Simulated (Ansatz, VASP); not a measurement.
One calculation of C, two programs

```xyz
12
Lattice="-3.5277 -2.0367 -0.8467 3.5277 -2.0367 -0.8467 0.0000 0.0000 5.0804" Properties=species:S:1:pos:R:3 pbc="T T T"
C     2.2068   -1.2741    1.5990
C    -1.3209   -3.3108    3.2925
C     0.0000   -2.5482    0.9412
C     0.0000   -2.5482    3.4814
C    -2.2068   -1.2741    1.5990
C     1.3209   -3.3108    3.2925
C    -1.3209   -0.7626    0.0944
C    -1.3209   -0.7626    2.6346
C     0.0000   -1.5253   -0.0944
C     0.0000   -1.5253    2.4457
C     1.3209   -0.7626    0.0944
C     1.3209   -0.7626    2.6346
```

Alike in both runs: task single point; functional PBE; k mesh 6 × 6 × 6; occupations gaussian, width 0.2 eV; no spin polarisation.

```csv
,VASP,Ansatz
version,VASP 6.6.1,Ansatz 0.2.0
potentials or method,"VASP PAW PBE potentials, release 64 (C), cutoff 520 eV","scalar-relativistic, plane waves, PAW"
valence electrons in the cell,48,48
```

```tsv
	VASP	Ansatz	Ansatz less VASP
gap on the k mesh at the Fermi level (eV)	none	none	-
pressure (GPa)	0.7	0.0	-0.70
traceless stress, the component that is largest in VASP (GPa)	-0.28	-0.12	+0.161
rms of the force components (eV/Å)	0.026	0.003	-0.0238
```

Atom by atom the forces differ by 0.024 eV/Å (rms over components). A gap of «none» marks a metal or a gap that the smearing closes.
